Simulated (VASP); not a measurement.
# Cu in VASP: single point with r2SCAN

Aim: the single point of Cu with r2SCAN.

All numbers are computed with VASP 6.6.1; they aren't measurements. Logs are shortened: lines on timing, memory, paths and dates and some standing lists are left out, and cuts for length are marked.

## (1) The cell of the first run

The cell holds a slab with vacuum, 6 atoms: a = 2.504 Å, b = 2.504 Å, c = 24.576 Å, α = 90.00°, β = 90.00°, γ = 120.00°.

## (2) Single point, r2SCAN

The input, POSCAR:

```
Cu
1.0
    2.5036580000      0.0000000000      0.0000000000
   -1.2518290000      2.1682320000      0.0000000000
    0.0000000000      0.0000000000     24.5755890000
Cu
6
Direct
    0.0000000000      0.0000000000      0.3737640000
    0.6666666667      0.3333333333      0.2896140000
    0.3333333333      0.6666666667      0.4579910000
    0.0000000000      0.0000000000      0.6262360000
    0.6666666667      0.3333333333      0.5420090000
    0.3333333333      0.6666666667      0.7103860000
```

The input, INCAR.step1:

```
SYSTEM = Cu
ALGO     = Normal         ! electronic algorithm
EDIFF    = 1E-4           ! SCF threshold, eV
ENCUT    = 520            ! plane-wave cutoff, eV
GGA      = PE             ! functional
ISMEAR   = -1             ! smearing method
LASPH    = .True.         ! aspherical terms in the spheres
LCHARG   = .False.        ! write CHGCAR
LREAL    = .False.        ! projectors in reciprocal space
LWAVE    = .True.         ! write WAVECAR
NBANDS   = 42             ! bands
NELM     = 60             ! most SCF steps
PREC     = Accurate       ! precision mode
SIGMA    = 0.1            ! smearing width, eV
```

The input, INCAR.step2:

```
SYSTEM = Cu
ALGO     = Normal         ! electronic algorithm
EDIFF    = 1E-6           ! SCF threshold, eV
ENCUT    = 520            ! plane-wave cutoff, eV
ISIF     = 2              ! what is computed and relaxed
ISMEAR   = -1             ! smearing method
ISTART   = 1            
LASPH    = .True.         ! aspherical terms in the spheres
LCHARG   = .False.        ! write CHGCAR
LMIXTAU  = .True.       
LREAL    = .False.        ! projectors in reciprocal space
LWAVE    = .False.        ! write WAVECAR
METAGGA  = R2SCAN         ! meta-GGA
NBANDS   = 42             ! bands
NELM     = 60             ! most SCF steps
PREC     = Accurate       ! precision mode
SIGMA    = 0.1            ! smearing width, eV
```

The input, KPOINTS:

```
k-points
0
Gamma
  11 11 1
  0 0 0
```

Potentials or basis: VASP PAW PBE potentials, release 64 (Cu).

Launch:

```bash
$ cat potpaw_PBE.64/Cu/POTCAR > POTCAR
$ cp INCAR.step1 INCAR
$ mpirun -np 1 vasp_std > vasp.out
$ cp INCAR.step2 INCAR
$ mpirun -np 1 vasp_std > vasp.out
```

OUTCAR:

```text
SYSTEM = Cu
   EDIFF = 1E-6
   ENCUT = 520
   ISIF = 2
   ISMEAR = -1
   ISTART = 1
   LASPH = .True.
   LREAL = .False.
   METAGGA = R2SCAN
   NELM = 60
   PREC = Accurate

 ion  position               nearest neighbor table
   1  0.000  0.000  0.374-   2 2.52   2 2.52   2 2.52   3 2.52   3 2.52   3 2.52
   2  0.667  0.333  0.290-   1 2.52   1 2.52   1 2.52
   3  0.333  0.667  0.458-   5 2.52   5 2.52   5 2.52   1 2.52   1 2.52   1 2.52
   4  0.000  0.000  0.626-   6 2.52   6 2.52   6 2.52   5 2.52   5 2.52   5 2.52
   5  0.667  0.333  0.542-   3 2.52   3 2.52   3 2.52   4 2.52   4 2.52   4 2.52
   6  0.333  0.667  0.710-   4 2.52   4 2.52   4 2.52

  LATTYP: Found a hexagonal cell.
 ALAT       =     2.5036580000
 C/A-ratio  =     9.8158730146

  Lattice vectors:

 A1 = (   2.5036580000,   0.0000000000,   0.0000000000)
 A2 = (  -1.2518290000,   2.1682320000,   0.0000000000)
 A3 = (   0.0000000000,   0.0000000000,  24.5755890000)

Analysis of symmetry for initial positions (statically):
=====================================================================
 Subroutine PRICEL returns:
 Original cell was already a primitive cell.

 Routine SETGRP: Setting up the symmetry group for a
 hexagonal supercell.

 Subroutine GETGRP returns: Found 12 space group operations
 (whereof 12 operations were pure point group operations)
 out of a pool of 24 trial point group operations.

The static configuration has the point symmetry D_3d.

Analysis of symmetry for dynamics (positions and initial velocities):
=====================================================================
 Subroutine PRICEL returns:
 Original cell was already a primitive cell.

 Routine SETGRP: Setting up the symmetry group for a
 hexagonal supercell.

 Subroutine GETGRP returns: Found 12 space group operations
 (whereof 12 operations were pure point group operations)
 out of a pool of 24 trial point group operations.

The dynamic configuration has the point symmetry D_3d.

 Subroutine INISYM returns: Found 12 space group operations
 (whereof 12 operations are pure point group operations),
 and found     1 'primitive' translations

----------------------------------------------------------------------------------------

                                     Primitive cell

  volume of cell :     133.4089

  direct lattice vectors                    reciprocal lattice vectors
     2.503658000  0.000000000  0.000000000     0.399415575  0.230602629  0.000000000
[... 88 lines left out ...]
   NSW    =      0    number of steps for IOM
   IBRION =     -1    ionic relax: 0-MD 1-quasi-New 2-CG
   NFREE  =      0    steps in history (QN), initial steepest desc. (CG)
   ISIF   =      2    stress and relaxation
   ISYM   =      2    0-nonsym 1-usesym 2-fastsym
   POTIM  = 0.5000    time-step for ionic-motion
   TEBEG  =    0.0;   TEEND  =   0.0 temperature during run
   PSTRESS=    0.0 pullay stress
   NELECT =      66.0000    total number of electrons
   NUPDOWN=      -1.0000    fix difference up-down
   EMIN   =  10.00;   EMAX   =-10.00  energy-range for DOS
   EFERMI =   0.00;   METHOD = LEGACY
   ISMEAR =    -1;   SIGMA  =   0.10  broadening in eV -4-tet -1-fermi 0-gaus
   EFERMI_NEDOS =   21; number of points for ismear=-14 and -15
   IALGO  =     38    algorithm
   IMIX   =      4    mixing-type and parameters
     AMIX     =   0.40;   BMIX     =  1.00
     AMIX_MAG =   1.60;   BMIX_MAG =  1.00
  volume/ion in A,a.u.               =      22.23       150.05
  Fermi-wavevector in a.u.,A,eV,Ry     =   1.294776  2.446772 22.809411  1.676444
  Thomas-Fermi vector in A             =   2.426337
   LORBIT       =      0    0 simple, 1 ext, 2 COOP (PROOUT), +10 PAW based schemes
   METAGGA = R2SCAN    functional components
   LHFCALC =     F    Hartree Fock is set to
   AEXX    =    0.0000 exact exchange contribution
   IVDW    =     0    specifies the selected vdW correction
   LEPSILON=     F    determine dielectric tensor
   LRPA    =     F    only Hartree local field effects (RPA)
 non-spin polarized calculation
  energy-cutoff  :      520.00
  volume of cell :      133.41
 maximum number of plane-waves:      3634
 NGX is ok and might be reduce to    20
   NGX =  9   NGY =  9   NGZ = 91

 number of electron      66.0000022 magnetization

 Free energy of the ion-electron system (eV)
  ---------------------------------------------------
  ext. energy  EPLUGINS =         0.00000000
  ---------------------------------------------------
  free energy    TOTEN  =       -63.95820712 eV

  energy without entropy =      -63.90658125  energy(sigma->0) =      -63.93239418

 E-fermi :   1.6438     XC(G=0):  -7.7840

 val. band max:        1.5156961410   @ k =   0.2727   0.1818   0.0000
 cond. band min:       1.7557007568   @ k =   0.4545   0.0909   0.0000
 fundamental gap:      0.2400046158
 Fermi energy:         1.6437630641

 k-point     1 :       0.0000    0.0000    0.0000
  band No.  band energies     occupation
      1      -8.1714      2.00000
      2      -7.4508      2.00000
      3      -6.3982      2.00000
      4      -5.1689      2.00000
      5      -4.2001      2.00000
      6      -3.9019      2.00000
[... 709 lines left out ...]
     41       8.8785      0.00000
     42       8.9163      0.00000

------------------------ aborting loop because EDIFF is reached ----------------------------------------

  FORCE on cell =-STRESS in cart. coord.  units (eV):
  Direction    XX          YY          ZZ          XY          YZ          ZX
  --------------------------------------------------------------------------------------
  -------------------------------------------------------------------------------------
  Total        0.4815060      0.4815062      0.3813583      0.0000000      0.0000000     -0.0000000
  in kB        5.7826589      5.7826620      4.5799325      0.0000000      0.0000000     -0.0000000
  external PRESSURE =       5.3817511 kB  Pullay stress =       0.0000000 kB

 VOLUME and BASIS-vectors are now :
 -----------------------------------------------------------------------------
  energy-cutoff  :      520.00
  volume of cell :      133.41
      direct lattice vectors                 reciprocal lattice vectors
     2.503658000  0.000000000  0.000000000     0.399415575  0.230602629  0.000000000
    -1.251829000  2.168232000  0.000000000     0.000000000  0.461205258  0.000000000
     0.000000000  0.000000000 24.575589000     0.000000000  0.000000000  0.040690785

 POSITION                                       TOTAL-FORCE (eV/Angst)
 -----------------------------------------------------------------------------------
      0.00000      0.00000      9.18547        -0.000000     -0.000000     -0.081194
      1.25183      0.72274      7.11743         0.000000      0.000000      0.018073
     -0.00000      1.44549     11.25540        -0.000000     -0.000000     -0.067971
      0.00000      0.00000     15.39012        -0.000000     -0.000000      0.081194
      1.25183      0.72274     13.32019         0.000000     -0.000000      0.067971
     -0.00000      1.44549     17.45815        -0.000000      0.000000     -0.018073
 -----------------------------------------------------------------------------------
    total drift:                               -0.000000      0.000000      0.000000

  FREE ENERGIE OF THE ION-ELECTRON SYSTEM (eV)
  ---------------------------------------------------
  free  energy   TOTEN  =       -63.9582071195 eV

  energy  without entropy=      -63.9065812484  energy(sigma->0) =      -63.93239418
```

OUTCAR.step1:

```text
SYSTEM = Cu
   EDIFF = 1E-4
   ENCUT = 520
   GGA = PE
   ISMEAR = -1
   LASPH = .True.
   LREAL = .False.
   NELM = 60
[... 944 lines left out ...]
      0.00000      0.00000     15.39012         0.000000      0.000000      0.067467
      1.25183      0.72274     13.32019        -0.000000      0.000000      0.061381
     -0.00000      1.44549     17.45815        -0.000000     -0.000000      0.226726
 -----------------------------------------------------------------------------------
    total drift:                               -0.000000      0.000000      0.000000

  FREE ENERGIE OF THE ION-ELECTRON SYSTEM (eV)
  ---------------------------------------------------
  free  energy   TOTEN  =       -21.4295046790 eV

  energy  without entropy=      -21.3755260779  energy(sigma->0) =      -21.40251538
```

OSZICAR.step1:

```text
N       E                     dE             d eps       ncg     rms          rms(c)
DAV:   1     0.589722723667E+03    0.58972E+03   -0.29697E+04  1344   0.233E+03
DAV:   2     0.437077587248E+02   -0.54601E+03   -0.52633E+03  1344   0.430E+02
DAV:   3    -0.242903543873E+02   -0.67998E+02   -0.62925E+02  1392   0.202E+02
DAV:   4    -0.265828732712E+02   -0.22925E+01   -0.22809E+01  1540   0.503E+01
DAV:   5    -0.266310022938E+02   -0.48129E-01   -0.48111E-01  1568   0.609E+00    0.187E+01
DAV:   6    -0.235680035439E+02    0.30630E+01   -0.53200E+01  1528   0.123E+02    0.940E+00
DAV:   7    -0.214664398404E+02    0.21016E+01   -0.10299E+01  1606   0.579E+01    0.134E+00
DAV:   8    -0.214784685863E+02   -0.12029E-01   -0.84367E-01  1614   0.253E+01    0.154E+00
DAV:   9    -0.214480750193E+02    0.30394E-01   -0.19204E-01  1604   0.167E+01    0.100E+00
DAV:  10    -0.214317886749E+02    0.16286E-01   -0.54361E-02  1888   0.421E+00    0.349E-01
DAV:  11    -0.214307270391E+02    0.10616E-02   -0.67946E-03  1858   0.268E+00    0.223E-01
DAV:  12    -0.214302716310E+02    0.45541E-03   -0.10954E-02  1596   0.221E+00    0.176E-01
DAV:  13    -0.214296484620E+02    0.62317E-03   -0.28986E-03  1540   0.124E+00    0.478E-02
DAV:  14    -0.214295410178E+02    0.10744E-03   -0.58939E-04  1474   0.381E-01    0.214E-02
DAV:  15    -0.214295046790E+02    0.36339E-04   -0.14520E-04   894   0.360E-01
   1 F= -.21429505E+02 E0= -.21402515E+02  d E =-.539786E-01
```

Wall time 9.6 min (1 thread of Intel Xeon Platinum 8259CL at 2.50GHz (Skylake/Cascade Lake), shared host); peak memory 0.31 GiB.

What came out:

```yaml
Free_energy: -63.9582 eV
Largest_force: 0.081 eV/Å
Band_gap_on_the_k_mesh: zero (bands 33 and 34 overlap by 4.94 eV)
```

Forces on the atoms (eV/Å):
```
Cu   0.000  0.000 -0.081
Cu   0.000  0.000  0.018
Cu   0.000  0.000 -0.068
Cu   0.000  0.000  0.081
Cu   0.000  0.000  0.068
Cu   0.000  0.000 -0.018
```

Levels at points of the mesh, in eV from the Fermi level:
| k point | band 31 | band 32 | band 33 | band 34 | band 35 | band 36 | band 37 | band 38 |
| --- | --- | --- | --- | --- | --- | --- | --- | --- |
| (0.00, 0.00, 0.00) | -1.97 | -1.73 | -1.73 | -1.69 | -1.69 | -0.93 | -0.47 | 4.57 |

Caveat: there is no dipole correction, which matters where the two faces differ; the PAW data sets were made with another functional, which shifts forces and pressure a little.

The gap in the log of VASP goes by the Fermi energy; the results here count the filled bands.